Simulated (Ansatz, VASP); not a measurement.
## Two plane-wave programs on TiTe2

```
Ti Te
1.0
     0.00000    3.46967    3.46967
     3.46967    0.00000    3.46967
     3.46967    3.46967    0.00000
Ti Te
1 2
Direct
  0.00000 0.00000 0.00000
  0.25000 0.25000 0.25000
  0.75000 0.75000 0.75000
```

Alike in both runs: task single point; functional PBE; k mesh 6 × 6 × 6; occupations fermi-dirac, width 0.02 eV; no spin polarisation.

|  | VASP | Ansatz |
| --- | --- | --- |
| version | VASP 6.6.1 | Ansatz 0.2.0 |
| potentials or method | VASP PAW PBE potentials, release 64 (Ti_sv, Te) | plane waves, PAW |
| plane-wave cutoff (eV) | 520 | 420 |
| valence electrons in the cell | 24 | 44 |

```tsv
	VASP	Ansatz	Ansatz less VASP
pressure (GPa)	-1.6	-1.6	-0.01
```

VASP's potentials hold 24 valence electrons a cell and Ansatz's 44, so a difference there can come from the potentials and not from the codes.

Neither program's run includes spin-orbit coupling.
